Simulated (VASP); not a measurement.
A run of VASP 6.6.1:

The input INCAR:

```
SYSTEM = Be4AlNi
  ALGO = Normal
  EDIFF = 1E-6
  EDIFFG = -0.03
  ENCUT = 600
  GGA = PS
  IBRION = 2
  ISIF = 3
  ISMEAR = -1
  ISPIN = 2
  LASPH = .True.
  LCHARG = .False.
  LMAXMIX = 4
  LORBIT = 11
  LREAL = .False.
  LWAVE = .False.
  MAGMOM = 0 0 0 0 0 1.5
  NELM = 150
  NSW = 80
  PREC = Accurate
  SIGMA = 0.1
```

The input KPOINTS:

```
k-points
0
Gamma
  7 7 7
  0 0 0
```

Contents of POSCAR:

```
Be4AlNi
1.0
    0.0000000000      2.9993478800      2.9993478800
    2.9993478800      0.0000000000      2.9993478800
    2.9993478800      2.9993478800      0.0000000000
Be Al Ni
4 1 1
Direct
    0.3736238900      0.3736238900      0.3736238900
    0.8791283300      0.3736238900      0.3736238900
    0.3736238900      0.3736238900      0.8791283300
    0.3736238900      0.8791283300      0.3736238900
    0.7500000000      0.7500000000      0.7500000000
    0.0000000000      0.0000000000      0.0000000000
```

Potentials or basis: VASP PAW PBE potentials, release 64 (Be, Al, Ni).

Run with:

```sh
$ cat potpaw_PBE.64/Be/POTCAR potpaw_PBE.64/Al/POTCAR potpaw_PBE.64/Ni/POTCAR > POTCAR
$ mpirun -np 1 vasp_std > vasp.out
```

Hardware: 1 thread of Intel(R) Xeon(R) Platinum 8375C CPU @ 2.90GHz (Ice Lake) (shared host).

**Question.** How long does it take, and how much memory?

**Answer.** It took 71 s on 1 thread of Intel(R) Xeon(R) Platinum 8375C CPU @ 2.90GHz (Ice Lake), on a shared host, peak memory 0.26 GiB. Counts: scf iterations 22, k points 20, ion steps 2.
